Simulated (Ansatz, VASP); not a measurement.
## AlN: VASP beside Ansatz

Contents of POSCAR:

```
AlN
1.0
   -0.0458542200      2.0335802857      2.0335802857
    2.0335802857     -0.0458542200      2.0335802857
    2.0335802857      2.0335802857     -0.0458542200
Al N
1 1
Direct
    0.0000000000      0.0000000000      0.0000000000
    0.5000000000      0.5000000000      0.5000000000
```

Contents of INCAR.step1:

```
SYSTEM = AlN
ALGO = Normal
EDIFF = 1E-5
ENCUT = 520
GGA = PE
ISIF = 2
ISMEAR = 0
LASPH = .True.
LCHARG = .False.
LREAL = .False.
LWAVE = .True.
NBANDS = 11
NELM = 80
PREC = Accurate
SIGMA = 0.01
```

INCAR.step2

```
SYSTEM = AlN
ALGO = Normal
EDIFF = 1E-6
ENCUT = 520
GGA = PE
HFSCREEN = 0.2079
ISIF = 2
ISMEAR = 0
ISTART = 1
LASPH = .True.
LCHARG = .False.
LHFCALC = .True.
LREAL = .False.
LWAVE = .False.
NBANDS = 11
NELM = 80
PREC = Accurate
PRECFOCK = Normal
SIGMA = 0.01
```

File KPOINTS:

```
k-points
0
Gamma
  8 8 8
  0 0 0
```

Input for Ansatz:

```yaml
crystal:
  lattice:
    - [-0.04585422, 2.0335802857, 2.0335802857]
    - [2.0335802857, -0.04585422, 2.0335802857]
    - [2.0335802857, 2.0335802857, -0.04585422]
  atoms:
    - { symbol: Al, position: [0.0, 0.0, 0.0] }
    - { symbol: "N", position: [0.5, 0.5, 0.5] }
kpoints:
  mp_grid: { grid: [8, 8, 8] }
  band_path:
    path:
      - [0.0, 0.0, 0.0]
      - [0.5, 0.0, 0.5]
      - [0.625, 0.25, 0.625]
      - [0.375, 0.375, 0.75]
      - [0.5, 0.5, 0.5]
      - [0.5, 0.25, 0.75]
      - [0.0, 0.5, 0.5]
    npoints: 1
hamiltonian:
  xc: hse06
scf:
  occupations: { method: fixed }
  n_extra_bands: 4
output:
  forces: true
  stress: true
  eigenvalues: true
```

Change from the starting cell: epitaxial_111 strain +3.0%.

Alike in both runs: task single point; functional HSE06; k mesh 8 × 8 × 8; no spin polarisation.

```csv
,VASP,Ansatz
version,VASP 6.6.1,Ansatz 0.2.0
potentials or method,"VASP PAW PBE potentials, release 64 (Al, N)","plane waves, PAW"
plane-wave cutoff (eV),520,420
occupations,"gaussian, width 0.01 eV",fixed
valence electrons in the cell,8,8
```

VASP gave:

* gap on the k mesh at the Fermi level (eV): 5.05
* pressure (GPa): -14.9
* traceless stress, the component that is largest in VASP (GPa): 6.66

Which values does Ansatz return?

gap on the k mesh at the Fermi level (eV): 5.11; pressure (GPa): -15.0; traceless stress, the component that is largest in VASP (GPa): 6.66.

Ansatz's warnings: stress exchange threshold loose, stress scf threshold loose.
